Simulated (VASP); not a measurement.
# Sr (P6_3/mmc) in VASP: single point with PBEsol

Aim: the single point of Sr with PBEsol.

Everything below comes from runs of VASP 6.6.1. Logs are shortened: lines on timing, memory, paths and dates and some standing lists are left out, and cuts for length are marked.

## Step 1: The cell of the first run

It takes space group P6_3/mmc (No. 194, hexagonal). Conventional cell: a = 4.310 Å, b = 4.310 Å, c = 7.050 Å, α = 90.00°, β = 90.00°, γ = 120.00°. Sr (site symmetry -6m2) has 12 Sr at 4.31 Å within 5.7 Å.

## Step 2: Single point, PBEsol

The input, INCAR:

```
SYSTEM = Sr
PREC = Accurate ; ENCUT = 520
EDIFF = 1E-6 ; ISMEAR = 0
SIGMA = 0.05 ; LREAL = .FALSE.
LASPH = .TRUE. ; NELM = 80
ALGO = Normal ; ISIF = 2
LWAVE = .FALSE. ; LCHARG = .TRUE.
GGA = PS ; LELF = .TRUE.
LVHAR = .TRUE. ; NBANDS = 17
```

The input, KPOINTS:

```
Automatic mesh
0
G
  12 12 6
  0 0 0
```

The input, POSCAR:

```
Sr
1.0
    4.3100000000      0.0000000000      0.0000000000
   -2.1550000000      3.7325694900      0.0000000000
    0.0000000000      0.0000000000      7.0500000000
Sr
2
Direct
    0.3333333300      0.6666666700      0.2500000000
    0.6666666700      0.3333333300      0.7500000000
```

Potentials or basis: VASP PAW PBE potentials, release 64 (Sr_sv).

Started as:

```
cat potpaw_PBE.64/Sr_sv/POTCAR > POTCAR
mpirun -np 1 vasp_std > vasp.out
```

OUTCAR:

```text
SYSTEM = Sr
   PREC = Accurate
   ENCUT = 520
   EDIFF = 1E-6
   ISMEAR = 0
   LREAL = .FALSE.
   LASPH = .TRUE.
   NELM = 80
   ISIF = 2
   GGA = PS

 ion  position               nearest neighbor table
   1  0.333  0.667  0.250-   2 4.31   2 4.31   2 4.31   2 4.31   2 4.31   2 4.31
   2  0.667  0.333  0.750-   1 4.31   1 4.31   1 4.31   1 4.31   1 4.31   1 4.31

  LATTYP: Found a hexagonal cell.
 ALAT       =     4.3100000000
 C/A-ratio  =     1.6357308585

  Lattice vectors:

 A1 = (   4.3100000000,   0.0000000000,   0.0000000000)
 A2 = (  -2.1550000000,   3.7325694900,   0.0000000000)
 A3 = (   0.0000000000,   0.0000000000,   7.0500000000)

Analysis of symmetry for initial positions (statically):
=====================================================================
 Subroutine PRICEL returns:
 Original cell was already a primitive cell.

 Routine SETGRP: Setting up the symmetry group for a
 hexagonal supercell.

 Subroutine GETGRP returns: Found 24 space group operations
 (whereof 12 operations were pure point group operations)
 out of a pool of 24 trial point group operations.

The static configuration has the point symmetry D_3d.
 The point group associated with its full space group is D_6h.

Analysis of symmetry for dynamics (positions and initial velocities):
=====================================================================
 Subroutine PRICEL returns:
 Original cell was already a primitive cell.

 Routine SETGRP: Setting up the symmetry group for a
 hexagonal supercell.

 Subroutine GETGRP returns: Found 24 space group operations
 (whereof 12 operations were pure point group operations)
 out of a pool of 24 trial point group operations.

The dynamic configuration has the point symmetry D_3d.
 The point group associated with its full space group is D_6h.

 Subroutine INISYM returns: Found 24 space group operations
 (whereof 12 operations are pure point group operations),
 and found     1 'primitive' translations

----------------------------------------------------------------------------------------

                                     Primitive cell

  volume of cell :     113.4160

  direct lattice vectors                    reciprocal lattice vectors
     4.310000000  0.000000000  0.000000000     0.232018561  0.133955979  0.000000000
    -2.155000000  3.732569490  0.000000000     0.000000000  0.267911958  0.000000000
     0.000000000  0.000000000  7.050000000     0.000000000  0.000000000  0.141843972

  length of vectors
     4.310000000  4.310000000  7.050000000     0.267911958  0.267911958  0.141843972

  position of ions in fractional coordinates (direct lattice)
     0.333333330  0.666666670  0.250000000
     0.666666670  0.333333330  0.750000000

  ion indices of the primitive-cell ions
   primitive index   ion index
                 1           1
                 2           2

----------------------------------------------------------------------------------------

 KPOINTS: Automatic mesh

Automatic generation of k-mesh.
 Grid dimensions read from file:
 generate k-points for:   12   12    6

 Generating k-lattice:

  Cartesian coordinates                     Fractional coordinates (reciprocal lattice)
     0.019334880  0.011162998  0.000000000     0.083333333  0.000000000  0.000000000
     0.000000000  0.022325996  0.000000000     0.000000000  0.083333333  0.000000000
     0.000000000  0.000000000  0.023640662     0.000000000  0.000000000  0.166666667

  Length of vectors
     0.022325996  0.022325996  0.023640662

  Shift w.r.t. Gamma in fractional coordinates (k-lattice)
     0.000000000  0.000000000  0.000000000

 Subroutine IBZKPT returns following result:
 ===========================================

 Found     76 irreducible k-points:

 Following reciprocal coordinates:
            Coordinates               Weight
  0.000000  0.000000  0.000000      1.000000
  0.083333 -0.000000  0.000000      6.000000
  0.166667 -0.000000  0.000000      6.000000
  0.250000 -0.000000  0.000000      6.000000
  0.333333 -0.000000  0.000000      6.000000
  0.416667 -0.000000  0.000000      6.000000
[... 16 lines left out ...]
  0.250000 -0.000000  0.166667     12.000000
  0.333333 -0.000000  0.166667     12.000000
 [... further k-points ...]
   k-points           NKPTS =     76   k-points in BZ     NKDIM =     76   number of bands    NBANDS=     17
   number of dos      NEDOS =    301   number of ions     NIONS =      2
   total plane-waves  NPLWV =  55296
   dimension x,y,z NGX =    32 NGY =   32 NGZ =   54
   dimension x,y,z NGXF=    64 NGYF=   64 NGZF=  108
   ions per type =               2
   NGX,Y,Z   is equivalent  to a cutoff of  12.34, 12.34, 12.73 a.u.
   NGXF,Y,Z  is equivalent  to a cutoff of  24.69, 24.69, 25.47 a.u.
 SYSTEM =  Sr
   PREC   = accura    normal or accurate (medium, high low for compatibility)
   ISTART =      0    job   : 0-new  1-cont  2-samecut
   ICHARG =      2    charge: 1-file 2-atom 10-const
   ISPIN  =      1    spin polarized calculation?
   LNONCOLLINEAR =      F non collinear calculations
   LSORBIT =      F    spin-orbit coupling
   LASPH  =      T    aspherical Exc in radial PAW
   ENCUT  =  520.0 eV  38.22 Ry    6.18 a.u.   8.01  8.01 13.11*2*pi/ulx,y,z
   NELM   =     80;   NELMIN=  2; NELMDL= -5     # of ELM steps
   EDIFF  = 0.1E-05   stopping-criterion for ELM
   LREAL  =      F    real-space projection
   EDIFFG = 0.1E-04   stopping-criterion for IOM
   NSW    =      0    number of steps for IOM
   IBRION =     -1    ionic relax: 0-MD 1-quasi-New 2-CG
   NFREE  =      0    steps in history (QN), initial steepest desc. (CG)
   ISIF   =      2    stress and relaxation
   ISYM   =      2    0-nonsym 1-usesym 2-fastsym
   POTIM  = 0.5000    time-step for ionic-motion
   TEBEG  =    0.0;   TEEND  =   0.0 temperature during run
   PSTRESS=    0.0 pullay stress
   NELECT =      20.0000    total number of electrons
   NUPDOWN=      -1.0000    fix difference up-down
   EMIN   =  10.00;   EMAX   =-10.00  energy-range for DOS
   EFERMI =   0.00;   METHOD = LEGACY
   ISMEAR =     0;   SIGMA  =   0.05  broadening in eV -4-tet -1-fermi 0-gaus
   EFERMI_NEDOS =   21; number of points for ismear=-14 and -15
   IALGO  =     38    algorithm
   IMIX   =      4    mixing-type and parameters
     AMIX     =   0.40;   BMIX     =  1.00
     AMIX_MAG =   1.60;   BMIX_MAG =  1.00
  volume/ion in A,a.u.               =      56.71       382.68
  Fermi-wavevector in a.u.,A,eV,Ry     =   0.918037  1.734838 11.466874  0.842791
  Thomas-Fermi vector in A             =   2.043073
   LORBIT       =      0    0 simple, 1 ext, 2 COOP (PROOUT), +10 PAW based schemes
   GGA     = PS    functional components
   LHFCALC =     F    Hartree Fock is set to
   AEXX    =    0.0000 exact exchange contribution
   IVDW    =     0    specifies the selected vdW correction
   LEPSILON=     F    determine dielectric tensor
   LRPA    =     F    only Hartree local field effects (RPA)
 non-spin polarized calculation
 Gauss-broadening in eV      SIGMA  =   0.05
  energy-cutoff  :      520.00
  volume of cell :      113.42
 maximum number of plane-waves:      3090
   NGX = 17   NGY = 17   NGZ = 27

 number of electron      20.0000000 magnetization

 Free energy of the ion-electron system (eV)
  ---------------------------------------------------
  ext. energy  EPLUGINS =         0.00000000
  ---------------------------------------------------
  free energy    TOTEN  =        -3.64808128 eV

  energy without entropy =       -3.64460809  energy(sigma->0) =       -3.64634469

 E-fermi :   1.4211     XC(G=0):  -7.3379

 val. band max:        1.4184873774   @ k =   0.0833  -0.0000   0.0000
 cond. band min:       1.4214890739   @ k =   0.2500   0.0833   0.0000
 fundamental gap:      0.0030016964
 Fermi energy:         1.4211248420

 k-point     1 :       0.0000    0.0000    0.0000
  band No.  band energies     occupation
      1     -35.2034      2.00000
      2     -35.1913      2.00000
      3     -17.2846      2.00000
      4     -17.1343      2.00000
      5     -17.1343      2.00000
      6     -17.1099      2.00000
[... 9 lines left out ...]
     16       4.0501      0.00000
     17       4.5551      0.00000

 k-point     2 :       0.0833   -0.0000    0.0000
  band No.  band energies     occupation
      1     -35.2027      2.00000
      2     -35.1910      2.00000
      3     -17.2807      2.00000
      4     -17.1434      2.00000
      5     -17.1372      2.00000
      6     -17.1194      2.00000
[... 9 lines left out ...]
     16       4.1419      0.00000
     17       4.3936      0.00000

 k-point     3 :       0.1667   -0.0000    0.0000
  band No.  band energies     occupation
      1     -35.2006      2.00000
      2     -35.1900      2.00000
      3     -17.2695      2.00000
      4     -17.1683      2.00000
      5     -17.1449      2.00000
      6     -17.1449      2.00000
[... 9 lines left out ...]
     16       4.1105      0.00000
     17       4.2057      0.00000

 k-point     4 :       0.2500   -0.0000    0.0000
  band No.  band energies     occupation
      1     -35.1978      2.00000
      2     -35.1888      2.00000
      3     -17.2527      2.00000
      4     -17.2025      2.00000
      5     -17.1788      2.00000
      6     -17.1551      2.00000
[... 9 lines left out ...]
     16       4.4273      0.00000
     17       4.4318      0.00000
[... 343 lines left out ...]
      1     -35.1999      2.00000
      2     -35.1907      2.00000
      3     -17.2609      2.00000
      4     -17.1654      2.00000
      5     -17.1518      2.00000
      6     -17.1430      2.00000
[... 9 lines left out ...]
     16       4.1913      0.00000
     17       4.4615      0.00000

 k-point    23 :       0.2500   -0.0000    0.1667
  band No.  band energies     occupation
      1     -35.1972      2.00000
      2     -35.1894      2.00000
      3     -17.2500      2.00000
      4     -17.1963      2.00000
      5     -17.1845      2.00000
      6     -17.1529      2.00000
[... 9 lines left out ...]
     16       4.4298      0.00000
     17       4.5531      0.00000

 k-point    24 :       0.3333   -0.0000    0.1667
  band No.  band energies     occupation
      1     -35.1943      2.00000
      2     -35.1883      2.00000
      3     -17.2515      2.00000
      4     -17.2218      2.00000
      5     -17.2073      2.00000
      6     -17.1626      2.00000
[... 9 lines left out ...]
     16       4.8336      0.00000
     17       4.9055      0.00000

 [... further k-points ...]
[... 5 lines left out ...]
  --------------------------------------------------------------------------------------
  -------------------------------------------------------------------------------------
  Total       -0.5923491     -0.5923491     -0.5484942      0.0000000      0.0000000      0.0000000
  in kB       -8.3678523     -8.3678523     -7.7483342      0.0000000      0.0000000      0.0000000
  external PRESSURE =      -8.1613463 kB  Pullay stress =       0.0000000 kB

 VOLUME and BASIS-vectors are now :
 -----------------------------------------------------------------------------
  energy-cutoff  :      520.00
  volume of cell :      113.42
      direct lattice vectors                 reciprocal lattice vectors
     4.310000000  0.000000000  0.000000000     0.232018561  0.133955979  0.000000000
    -2.155000000  3.732569490  0.000000000     0.000000000  0.267911958  0.000000000
     0.000000000  0.000000000  7.050000000     0.000000000  0.000000000  0.141843972

 POSITION                                       TOTAL-FORCE (eV/Angst)
 -----------------------------------------------------------------------------------
     -0.00000      2.48838      1.76250        -0.000000     -0.000000      0.000000
      2.15500      1.24419      5.28750         0.000000      0.000000      0.000000
 -----------------------------------------------------------------------------------
    total drift:                               -0.000006      0.000003     -0.000000

  FREE ENERGIE OF THE ION-ELECTRON SYSTEM (eV)
  ---------------------------------------------------
  free  energy   TOTEN  =        -3.6480812772 eV

  energy  without entropy=       -3.6446080933  energy(sigma->0) =       -3.64634469
```

Run time: 68 s. Hardware: 1 thread of AMD EPYC 7R13 (Zen 3), shared host; peak memory 0.26 GiB.

What came out:

* Free energy: -3.6481 eV
* Pressure: -0.8 GPa
* Band gap on the k mesh: zero (band 10 reaches 1.59 eV, above the bottom of band 11 at 1.30 eV)

Caveat: the PAW data sets were made with another functional, which shifts forces and pressure a little.
